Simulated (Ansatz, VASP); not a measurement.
# K3Li3P2: VASP beside Ansatz

File POSCAR:

```
K3Li3P2
1.0
    2.9479843393      1.7020195519      7.1786548064
   -2.9479843393      1.7020195519      7.1786548064
    0.0000000000     -3.4040391037      7.1786548064
K Li P
3 3 2
Direct
    0.5000000000      0.5000000000      0.5000000000
    0.1028833581      0.1028833581      0.1028833581
    0.8971166419      0.8971166419      0.8971166419
    0.5000000000      0.5000000000      0.0000000000
    0.0000000000      0.5000000000      0.5000000000
    0.5000000000      0.0000000000      0.5000000000
    0.7448743644      0.7448743644      0.7448743644
    0.2551256356      0.2551256356      0.2551256356
```

INCAR.step1

```
PREC = Accurate
ENCUT = 520
ISMEAR = 0
SIGMA = 0.02
LREAL = False
LASPH = True
NELM = 60
NBANDS = 33
GGA = PE
ALGO = Normal
EDIFF = 1E-4
LWAVE = True
LCHARG = False
```

File INCAR.step2:

```
PREC = Accurate
ENCUT = 520
EDIFF = 1E-6
ISMEAR = 0
SIGMA = 0.02
LREAL = False
LASPH = True
NELM = 60
ALGO = Normal
ISIF = 2
LWAVE = False
LCHARG = False
METAGGA = R2SCAN
LMIXTAU = True
NBANDS = 33
ISTART = 1
```

Contents of KPOINTS:

```
regular mesh
0
Gamma
  6 6 6
```

Input for Ansatz:

```yaml
crystal:
  lattice:
    - [2.9479843393, 1.7020195519, 7.1786548064]
    - [-2.9479843393, 1.7020195519, 7.1786548064]
    - [0.0, -3.4040391037, 7.1786548064]
  atoms:
    - { symbol: K, position: [0.5, 0.5, 0.5] }
    - { symbol: K, position: [0.1028833581, 0.1028833581, 0.1028833581] }
    - { symbol: K, position: [0.8971166419, 0.8971166419, 0.8971166419] }
    - { symbol: Li, position: [0.5, 0.5, 0.0] }
    - { symbol: Li, position: [0.0, 0.5, 0.5] }
    - { symbol: Li, position: [0.5, 0.0, 0.5] }
    - { symbol: P, position: [0.7448743644, 0.7448743644, 0.7448743644] }
    - { symbol: P, position: [0.2551256356, 0.2551256356, 0.2551256356] }
basis:
  ecutwfc: 500
kpoints:
  mp_grid: { grid: [6, 6, 6] }
  band_path:
    path:
      - [[0.0, 0.0, 0.0], [0.5, 0.5, 0.5], [0.79585747, 0.20414253, 0.5]]
      - [[0.5, -0.20414253, 0.20414253], [0.5, 0.0, 0.0], [0.0, 0.0, 0.0], [0.35207127, -0.35207127, 0.0]]
      - [[0.64792873, 0.0, 0.35207127], [0.5, 0.0, 0.5], [0.0, 0.0, 0.0]]
    npoints: 14
hamiltonian:
  xc: r2scan
scf:
  occupations: { method: gaussian, width: 0.02 }
  n_extra_bands: 20
output:
  forces: true
  stress: true
  eigenvalues: true
  populations: true
  dos: { projected: true, de: 0.02, nscf_kmesh: { grid: [9, 9, 9] } }
  bader: true
  write_density: true
  write_potential: true
  elf: true
  volumetric_format: npy
```

Alike in both runs: task single point; functional r2SCAN; k mesh 6 × 6 × 6; occupations gaussian, width 0.02 eV; no spin polarisation.

|  | VASP | Ansatz |
| --- | --- | --- |
| version | VASP 6.6.1 | Ansatz 0.2.0 |
| potentials or method | VASP PAW PBE potentials, release 64 (K_sv, Li_sv, P), cutoff 520 eV | scalar-relativistic, plane waves, PAW |
| valence electrons in the cell | 46 | 46 |

VASP gave:

| Property | Result |
| --- | --- |
| gap on the k mesh at the Fermi level (eV) | 1.61 |
| least direct gap on the mesh (eV) | 1.77 |
| rms of the force components (eV/Å) | 0.016 |

**Question.** What did Ansatz give for the same quantities?

**Answer.** gap on the k mesh at the Fermi level (eV): 1.60; least direct gap on the mesh (eV): 1.78; rms of the force components (eV/Å): 0.013.

VASP's potentials were made for PBE, not for r2SCAN. Atom by atom the forces differ by 0.008 eV/Å (rms over components).

Noted on VASP's run: the cutoff is under 1.25 times that of the potentials, so the pressure is a little rough.
